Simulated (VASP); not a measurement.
A run of VASP 6.6.1 is set up as follows.

Contents of INCAR:

```
SYSTEM = Pb
PREC = Accurate
ENCUT = 520
EDIFF = 1E-6
ISMEAR = -1
SIGMA = 0.1
LREAL = .False.
LASPH = .True.
NELM = 100
ALGO = Normal
ISIF = 2
LWAVE = .False.
LCHARG = .True.
GGA = PE
LELF = .True.
LVHAR = .True.
NBANDS = 28
```

KPOINTS

```
regular mesh
0
Gamma
  7 7 10
  0 0 0
```

The input POSCAR:

```
Pb
1.0
    5.4577209935      0.0000000000      0.0000000000
   -2.7288604968      4.7265250271      0.0000000000
    0.0000000000      0.0000000000      3.2981883267
Pb
3
Direct
    0.0000000000      0.0000000000      0.0000000000
    0.3333333333      0.6666666667      0.5000000000
    0.6666666667      0.3333333333      0.5000000000
```

Potentials or basis: VASP PAW PBE potentials, release 64 (Pb_d).

Run with:

```console
$ cat potpaw_PBE.64/Pb_d/POTCAR > POTCAR
$ mpirun -np 1 vasp_std > vasp.out
```

**Question.** Predict the band gap on the k mesh.

**Answer.** Zero (band 21 reaches 10.17 eV, above the bottom of band 22 at 5.81 eV).

**Question.** Estimate the pressure.

**Answer.** 6.6 GPa.

Stress tensor (GPa, compression positive):
```
6.82 0.00 0.00
0.00 6.82 0.00
0.00 0.00 6.18
```

Caveat: spin-orbit coupling is left out, which moves the levels of the heavy elements.
